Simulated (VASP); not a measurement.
# ScPt3 (Pm-3m) in VASP: single point with LDA

Aim: the single point of ScPt3 with LDA.

Everything below comes from runs of VASP 6.6.1. Logs are shortened: lines on timing, memory, paths and dates and some standing lists are left out, and cuts for length are marked.

**1. The cell of the first run**

The structure is cubic, space group Pm-3m (No. 221). Conventional cell: a = 3.958 Å, b = 3.958 Å, c = 3.958 Å, α = 90.00°, β = 90.00°, γ = 90.00°. Sc (site symmetry m-3m) has 12 Pt at 2.80 Å within 3.7 Å. Within 3.7 Å of Pt (site symmetry 4/mmm) lie 4 Sc at 2.80 Å and 8 Pt at 2.80 Å.

**2. Single point, LDA**

The input, INCAR:

```
SYSTEM = ScPt3
PREC = Accurate
ENCUT = 500
EDIFF = 1E-6
ISMEAR = -1
SIGMA = 0.1
LREAL = .FALSE.
LASPH = .TRUE.
NELM = 120
ALGO = Normal
ISIF = 2
LWAVE = .FALSE.
LCHARG = .FALSE.
NBANDS = 28
GGA_COMPAT = .FALSE.
```

The input, KPOINTS:

```
regular mesh
0
G
  5 5 5
  0 0 0
```

The input, POSCAR:

```
ScPt3
1.0
    3.9580000000      0.0000000000      0.0000000000
    0.0000000000      3.9580000000      0.0000000000
    0.0000000000      0.0000000000      3.9580000000
Sc Pt
1 3
Direct
    0.0000000000      0.0000000000      0.0000000000
    0.0000000000      0.5000000000      0.5000000000
    0.5000000000      0.0000000000      0.5000000000
    0.5000000000      0.5000000000      0.0000000000
```

Potentials or basis: VASP PAW LDA potentials, release 64 (Sc_sv, Pt).

Launch:

```bash
$ cat potpaw_LDA.64/Sc_sv/POTCAR potpaw_LDA.64/Pt/POTCAR > POTCAR
$ mpirun -np 1 vasp_std > vasp.out
```

OUTCAR:

```text
SYSTEM = ScPt3
   PREC = Accurate
   ENCUT = 500
   EDIFF = 1E-6
   ISMEAR = -1
   LREAL = .FALSE.
   LASPH = .TRUE.
   NELM = 120
   ISIF = 2

 ion  position               nearest neighbor table
   1  0.000  0.000  0.000-   2 2.80   3 2.80   4 2.80   2 2.80   3 2.80   2 2.80   4 2.80   2 2.80
                             3 2.80   4 2.80   3 2.80   4 2.80
   2  0.000  0.500  0.500-   1 2.80   3 2.80   4 2.80   1 2.80   4 2.80   1 2.80   3 2.80   1 2.80
                             3 2.80   4 2.80   4 2.80   3 2.80
   3  0.500  0.000  0.500-   1 2.80   2 2.80   4 2.80   1 2.80   4 2.80   2 2.80   4 2.80   4 2.80
                             1 2.80   2 2.80   1 2.80   2 2.80
   4  0.500  0.500  0.000-   1 2.80   2 2.80   3 2.80   2 2.80   3 2.80   1 2.80   3 2.80   3 2.80
                             1 2.80   2 2.80   2 2.80   1 2.80

  LATTYP: Found a simple cubic cell.
 ALAT       =     3.9580000000

  Lattice vectors:

 A1 = (   3.9580000000,   0.0000000000,   0.0000000000)
 A2 = (   0.0000000000,   3.9580000000,   0.0000000000)
 A3 = (   0.0000000000,   0.0000000000,   3.9580000000)

Analysis of symmetry for initial positions (statically):
=====================================================================
 Subroutine PRICEL returns:
 Original cell was already a primitive cell.

 Routine SETGRP: Setting up the symmetry group for a
 simple cubic supercell.

 Subroutine GETGRP returns: Found 48 space group operations
 (whereof 48 operations were pure point group operations)
 out of a pool of 48 trial point group operations.

The static configuration has the point symmetry O_h .

Analysis of symmetry for dynamics (positions and initial velocities):
=====================================================================
 Subroutine PRICEL returns:
 Original cell was already a primitive cell.

 Routine SETGRP: Setting up the symmetry group for a
 simple cubic supercell.

 Subroutine GETGRP returns: Found 48 space group operations
 (whereof 48 operations were pure point group operations)
 out of a pool of 48 trial point group operations.

The dynamic configuration has the point symmetry O_h .

 Subroutine INISYM returns: Found 48 space group operations
 (whereof 48 operations are pure point group operations),
 and found     1 'primitive' translations

----------------------------------------------------------------------------------------

                                     Primitive cell

  volume of cell :      62.0051

  direct lattice vectors                    reciprocal lattice vectors
     3.958000000  0.000000000  0.000000000     0.252652855  0.000000000  0.000000000
     0.000000000  3.958000000  0.000000000     0.000000000  0.252652855  0.000000000
     0.000000000  0.000000000  3.958000000     0.000000000  0.000000000  0.252652855

  length of vectors
     3.958000000  3.958000000  3.958000000     0.252652855  0.252652855  0.252652855

  position of ions in fractional coordinates (direct lattice)
     0.000000000  0.000000000  0.000000000
     0.000000000  0.500000000  0.500000000
     0.500000000  0.000000000  0.500000000
     0.500000000  0.500000000  0.000000000

  ion indices of the primitive-cell ions
   primitive index   ion index
                 1           1
                 2           2
                 3           3
                 4           4

----------------------------------------------------------------------------------------

 KPOINTS: regular mesh

Automatic generation of k-mesh.
 Grid dimensions read from file:
 generate k-points for:    5    5    5

 Generating k-lattice:

  Cartesian coordinates                     Fractional coordinates (reciprocal lattice)
     0.050530571  0.000000000  0.000000000     0.200000000  0.000000000  0.000000000
     0.000000000  0.050530571  0.000000000     0.000000000  0.200000000  0.000000000
     0.000000000  0.000000000  0.050530571     0.000000000  0.000000000  0.200000000

  Length of vectors
     0.050530571  0.050530571  0.050530571

  Shift w.r.t. Gamma in fractional coordinates (k-lattice)
     0.000000000  0.000000000  0.000000000

 Subroutine IBZKPT returns following result:
 ===========================================

 Found     10 irreducible k-points:

 Following reciprocal coordinates:
            Coordinates               Weight
  0.000000  0.000000  0.000000      1.000000
  0.200000  0.000000  0.000000      6.000000
  0.400000  0.000000  0.000000      6.000000
  0.200000  0.200000  0.000000     12.000000
  0.400000  0.200000  0.000000     24.000000
  0.400000  0.400000  0.000000     12.000000
  0.200000  0.200000  0.200000      8.000000
  0.400000  0.200000  0.200000     24.000000
  0.400000  0.400000  0.200000     24.000000
  0.400000  0.400000  0.400000      8.000000
   k-points           NKPTS =     10   k-points in BZ     NKDIM =     10   number of bands    NBANDS=     28
   number of dos      NEDOS =    301   number of ions     NIONS =      4
   total plane-waves  NPLWV =  27000
   dimension x,y,z NGX =    30 NGY =   30 NGZ =   30
   dimension x,y,z NGXF=    60 NGYF=   60 NGZF=   60
   ions per type =               1   3
   NGX,Y,Z   is equivalent  to a cutoff of  12.60, 12.60, 12.60 a.u.
   NGXF,Y,Z  is equivalent  to a cutoff of  25.20, 25.20, 25.20 a.u.
 SYSTEM =  ScPt3
   PREC   = accura    normal or accurate (medium, high low for compatibility)
   ISTART =      0    job   : 0-new  1-cont  2-samecut
   ICHARG =      2    charge: 1-file 2-atom 10-const
   ISPIN  =      1    spin polarized calculation?
   LNONCOLLINEAR =      F non collinear calculations
   LSORBIT =      F    spin-orbit coupling
   LASPH  =      T    aspherical Exc in radial PAW
   ENCUT  =  500.0 eV  36.75 Ry    6.06 a.u.   7.22  7.22  7.22*2*pi/ulx,y,z
   NELM   =    120;   NELMIN=  2; NELMDL= -5     # of ELM steps
   EDIFF  = 0.1E-05   stopping-criterion for ELM
   LREAL  =      F    real-space projection
   EDIFFG = 0.1E-04   stopping-criterion for IOM
   NSW    =      0    number of steps for IOM
   IBRION =     -1    ionic relax: 0-MD 1-quasi-New 2-CG
   NFREE  =      0    steps in history (QN), initial steepest desc. (CG)
   ISIF   =      2    stress and relaxation
   ISYM   =      2    0-nonsym 1-usesym 2-fastsym
   POTIM  = 0.5000    time-step for ionic-motion
   TEBEG  =    0.0;   TEEND  =   0.0 temperature during run
   PSTRESS=    0.0 pullay stress
   NELECT =      41.0000    total number of electrons
   NUPDOWN=      -1.0000    fix difference up-down
   EMIN   =  10.00;   EMAX   =-10.00  energy-range for DOS
   EFERMI =   0.00;   METHOD = LEGACY
   ISMEAR =    -1;   SIGMA  =   0.10  broadening in eV -4-tet -1-fermi 0-gaus
   EFERMI_NEDOS =   21; number of points for ismear=-14 and -15
   IALGO  =     38    algorithm
   IMIX   =      4    mixing-type and parameters
     AMIX     =   0.40;   BMIX     =  1.00
     AMIX_MAG =   1.60;   BMIX_MAG =  1.00
  volume/ion in A,a.u.               =      15.50       104.61
  Fermi-wavevector in a.u.,A,eV,Ry     =   1.426243  2.695209 27.676568  2.034170
  Thomas-Fermi vector in A             =   2.546541
   LORBIT       =      0    0 simple, 1 ext, 2 COOP (PROOUT), +10 PAW based schemes
   GGA     = CA    functional components
   LHFCALC =     F    Hartree Fock is set to
   AEXX    =    0.0000 exact exchange contribution
   IVDW    =     0    specifies the selected vdW correction
   LEPSILON=     F    determine dielectric tensor
   LRPA    =     F    only Hartree local field effects (RPA)
 non-spin polarized calculation
  energy-cutoff  :      500.00
  volume of cell :       62.01
 maximum number of plane-waves:      1594
 NGX is ok and might be reduce to    30
   NGX = 15   NGY = 15   NGZ = 15

 number of electron      41.0000011 magnetization

 Free energy of the ion-electron system (eV)
  ---------------------------------------------------
  ext. energy  EPLUGINS =         0.00000000
  ---------------------------------------------------
  free energy    TOTEN  =       -33.62579676 eV

  energy without entropy =      -33.55097507  energy(sigma->0) =      -33.58838591

 E-fermi :   9.6567     XC(G=0): -13.2043

 val. band max:        9.6488458780   @ k =   0.4000   0.4000   0.4000
 cond. band min:       9.6938369276   @ k =   0.4000   0.4000   0.4000
 fundamental gap:      0.0449910496
 Fermi energy:         9.6566670689

 k-point     1 :       0.0000    0.0000    0.0000
  band No.  band energies     occupation
      1     -38.8113      2.00000
      2     -17.8196      2.00000
      3     -17.8196      2.00000
      4     -17.8196      2.00000
      5       0.4751      2.00000
      6       3.2690      2.00000
[... 20 lines left out ...]
     27      13.9968      0.00000
     28      13.9968      0.00000

 k-point     2 :       0.2000    0.0000    0.0000
  band No.  band energies     occupation
      1     -38.8099      2.00000
      2     -17.8410      2.00000
      3     -17.8227      2.00000
      4     -17.8227      2.00000
      5       0.9844      2.00000
      6       3.5723      2.00000
[... 20 lines left out ...]
     27      15.0126      0.00000
     28      15.0126      0.00000

 k-point     3 :       0.4000    0.0000    0.0000
  band No.  band energies     occupation
      1     -38.8077      2.00000
      2     -17.8752      2.00000
      3     -17.8278      2.00000
      4     -17.8278      2.00000
      5       2.2404      2.00000
      6       3.9071      2.00000
[... 20 lines left out ...]
     27      16.6083      0.00000
     28      17.3763      0.00000

 k-point     4 :       0.2000    0.2000    0.0000
  band No.  band energies     occupation
      1     -38.8088      2.00000
      2     -17.8466      2.00000
      3     -17.8353      2.00000
      4     -17.8257      2.00000
      5       1.4538      2.00000
      6       3.8676      2.00000
[... 20 lines left out ...]
     27      14.6151      0.00000
     28      16.2256      0.00000

 k-point     5 :       0.4000    0.2000    0.0000
  band No.  band energies     occupation
      1     -38.8070      2.00000
      2     -17.8707      2.00000
      3     -17.8406      2.00000
      4     -17.8306      2.00000
      5       2.6318      2.00000
      6       4.1908      2.00000
[... 20 lines left out ...]
     27      15.2813      0.00000
     28      16.2397      0.00000

 k-point     6 :       0.4000    0.4000    0.0000
  band No.  band energies     occupation
      1     -38.8059      2.00000
      2     -17.8645      2.00000
      3     -17.8603      2.00000
      4     -17.8352      2.00000
      5       3.5698      2.00000
      6       4.4606      2.00000
[... 20 lines left out ...]
     27      14.7930      0.00000
     28      15.0226      0.00000

 k-point     7 :       0.2000    0.2000    0.2000
  band No.  band energies     occupation
      1     -38.8080      2.00000
      2     -17.8521      2.00000
      3     -17.8353      2.00000
      4     -17.8353      2.00000
      5       1.8417      2.00000
      6       4.0705      2.00000
[... 20 lines left out ...]
     27      14.4845      0.00000
     28      15.0522      0.00000

 k-point     8 :       0.4000    0.2000    0.2000
  band No.  band energies     occupation
      1     -38.8066      2.00000
      2     -17.8665      2.00000
      3     -17.8451      2.00000
      4     -17.8353      2.00000
      5       2.7974      2.00000
      6       4.0843      2.00000
[... 20 lines left out ...]
     27      15.6406      0.00000
     28      15.7069      0.00000

 k-point     9 :       0.4000    0.4000    0.2000
  band No.  band energies     occupation
      1     -38.8059      2.00000
      2     -17.8605      2.00000
      3     -17.8551      2.00000
      4     -17.8393      2.00000
      5       3.2460      2.00000
      6       3.8900      2.00000
[... 20 lines left out ...]
     27      14.4533      0.00000
     28      14.8907      0.00000

 k-point    10 :       0.4000    0.4000    0.4000
  band No.  band energies     occupation
      1     -38.8059      2.00000
      2     -17.8532      2.00000
      3     -17.8469      2.00000
      4     -17.8469      2.00000
      5       3.0494      2.00000
      6       3.3870      2.00000
[... 20 lines left out ...]
     27      13.7201      0.00000
     28      13.7201      0.00000

------------------------ aborting loop because EDIFF is reached ----------------------------------------

  FORCE on cell =-STRESS in cart. coord.  units (eV):
  Direction    XX          YY          ZZ          XY          YZ          ZX
  --------------------------------------------------------------------------------------
  -------------------------------------------------------------------------------------
  Total       -1.8494178     -1.8494178     -1.8494178     -0.0000000      0.0000000     -0.0000000
  in kB      -47.7879330    -47.7879330    -47.7879330     -0.0000000      0.0000000     -0.0000000
  external PRESSURE =     -47.7879330 kB  Pullay stress =       0.0000000 kB

 VOLUME and BASIS-vectors are now :
 -----------------------------------------------------------------------------
  energy-cutoff  :      500.00
  volume of cell :       62.01
      direct lattice vectors                 reciprocal lattice vectors
     3.958000000  0.000000000  0.000000000     0.252652855  0.000000000  0.000000000
     0.000000000  3.958000000  0.000000000     0.000000000  0.252652855  0.000000000
     0.000000000  0.000000000  3.958000000     0.000000000  0.000000000  0.252652855

 POSITION                                       TOTAL-FORCE (eV/Angst)
 -----------------------------------------------------------------------------------
      0.00000      0.00000      0.00000         0.000000      0.000000      0.000000
      0.00000      1.97900      1.97900         0.000000      0.000000      0.000000
      1.97900      0.00000      1.97900         0.000000      0.000000      0.000000
      1.97900      1.97900      0.00000         0.000000      0.000000      0.000000
 -----------------------------------------------------------------------------------
    total drift:                                0.000000      0.000000     -0.000000

  FREE ENERGIE OF THE ION-ELECTRON SYSTEM (eV)
  ---------------------------------------------------
  free  energy   TOTEN  =       -33.6257967569 eV

  energy  without entropy=      -33.5509750654  energy(sigma->0) =      -33.58838591
```

Run time: 18 s. Hardware: 1 thread of AMD EPYC 7R43 (Zen 3), shared host; peak memory 0.12 GiB.

What came out:

| Property | Result |
| --- | --- |
| Free energy | -33.6258 eV |
| Pressure | -4.8 GPa |
| Band gap on the k mesh | zero (an odd number of electrons rules out a gap without spin polarisation) |

Caveat: the cell stands under tension; spin-orbit coupling is left out, which moves the levels of the heavy elements.
